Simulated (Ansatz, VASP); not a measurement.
One calculation of Cr, two programs

```
Cr
1.0
     3.62698    0.00000    0.00000
     0.00000    3.62698    0.00000
     0.00000    0.00000    3.62698
Cr
4
Cartesian
  0.0002 0.0002 0.0002
  1.8133 3.6268 1.8137
  1.8137 1.8133 3.6268
  3.6268 1.8137 1.8133
```

Alike in both runs: functional PBE; k mesh 4 × 4 × 4; occupations gaussian, width 0.1 eV; no spin polarisation.

Ansatz relaxed the structure, and its values are those at the end. VASP's run is a single point on that final structure, the one shown.

|  | VASP | Ansatz |
| --- | --- | --- |
| version | VASP 6.6.1 | Ansatz 0.2.0 |
| potentials or method | VASP PAW PBE potentials, release 64 (Cr_pv), cutoff 520 eV | scalar-relativistic, plane waves, PAW |
| valence electrons in the cell | 48 | 56 |

|  | VASP | Ansatz | Ansatz less VASP |
| --- | --- | --- | --- |
| gap on the k mesh at the Fermi level (eV) | none | none | - |
| pressure (GPa) | -0.4 | 0.0 | +0.43 |

A gap of «none» marks a metal or a gap that the smearing closes. VASP's potentials hold 48 valence electrons a cell and Ansatz's 56, so a difference there can come from the potentials and not from the codes.

The k mesh is coarse, so the values compare programs but aren't converged.
